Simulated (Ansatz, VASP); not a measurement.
## One calculation of CsPbCl3, two programs

```
Pb Cs Cl
1.0
     5.60500    0.00000    0.00000
     0.00000    5.60500    0.00000
     0.00000    0.00000    5.60500
Pb Cs Cl
1 1 3
Direct
  0.50000 0.50000 0.50000
  0.00000 0.00000 0.00000
  0.50000 0.00000 0.50000
  0.00000 0.50000 0.50000
  0.50000 0.50000 0.00000
```

Alike in both runs: task relaxation of cell and atoms; functional revPBE; k mesh 5 × 5 × 5; occupations fermi-dirac, width 0.05 eV; no spin polarisation.

|  | VASP | Ansatz |
| --- | --- | --- |
| version | VASP 6.6.1 | Ansatz 0.2.0 |
| potentials or method | VASP PAW PBE potentials, release 64 (Pb_d, Cs_sv, Cl) | Ansatz PAW |
| plane-wave cutoff (eV) | 600 | 420 |
| valence electrons in the cell | 44 | 44 |

|  | VASP | Ansatz | Ansatz less VASP |
| --- | --- | --- | --- |
| relaxed volume (Å³/atom) | 39.63 | 39.66 | +0.027 |
| relaxed cell length with the largest relative difference (Å) | 5.830 | 5.831 | +0.0013 |

VASP's potentials were made for PBE, not for revPBE.

Neither program's run includes spin-orbit coupling. Noted on Ansatz's run: odd divisions of the mesh miss points on the zone boundary, where band edges often lie, so the gap on the mesh can be too wide; the plane-wave basis is chosen anew once the cell has moved, so the energies of steps on either side of that aren't comparable.
